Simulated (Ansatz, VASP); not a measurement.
BP: VASP beside Ansatz

Contents of INCAR:

```
SYSTEM = BP
PREC = Accurate ; ENCUT = 520
EDIFF = 1E-7 ; ISMEAR = 0
SIGMA = 0.05 ; LREAL = .FALSE.
LASPH = .TRUE. ; NELM = 80
ALGO = Normal ; ISIF = 2
LWAVE = .FALSE. ; LCHARG = .FALSE.
GGA = PS ; NBANDS = 11
```

The input KPOINTS:

```
Automatic mesh
0
G
  8 8 8
  0 0 0
```

POSCAR

```
BP
1.0
    0.0000000000      2.2898929906      2.2898929906
    2.2898929906      0.0000000000      2.2898929906
    2.2898929906      2.2898929906      0.0000000000
B P
1 1
Direct
    0.0000000000      0.0000000000      0.0000000000
    0.7500000000      0.7500000000      0.7500000000
```

Input for Ansatz:

```yaml
crystal:
  lattice:
    - [0.0, 2.2898929906, 2.2898929906]
    - [2.2898929906, 0.0, 2.2898929906]
    - [2.2898929906, 2.2898929906, 0.0]
  atoms:
    - { symbol: B, position: [0.0, 0.0, 0.0] }
    - { symbol: P, position: [0.75, 0.75, 0.75] }
basis:
  ecutwfc: 420
  ecutrho_ratio: 4
kpoints:
  mp_grid: { grid: [8, 8, 8] }
hamiltonian:
  xc: pbesol
scf:
  occupations: { method: gaussian, width: 0.05 }
output:
  forces: true
  stress: true
  eigenvalues: true
```

Alike in both runs: task single point; functional PBEsol; k mesh 8 × 8 × 8; occupations gaussian, width 0.05 eV; no spin polarisation.

|  | VASP | Ansatz |
| --- | --- | --- |
| version | VASP 6.6.1 | Ansatz 0.2.0 |
| potentials or method | VASP PAW PBE potentials, release 64 (B, P), cutoff 520 eV | scalar-relativistic, plane waves, PAW |
| valence electrons in the cell | 8 | 8 |

```tsv
	VASP	Ansatz	Ansatz less VASP
gap on the k mesh at the Fermi level (eV)	1.19	1.20	+0.004
least direct gap on the mesh (eV)	3.32	3.32	+0.005
pressure (GPa)	-6.1	-6.2	-0.10
```

VASP's potentials were made for PBE, not for PBEsol.
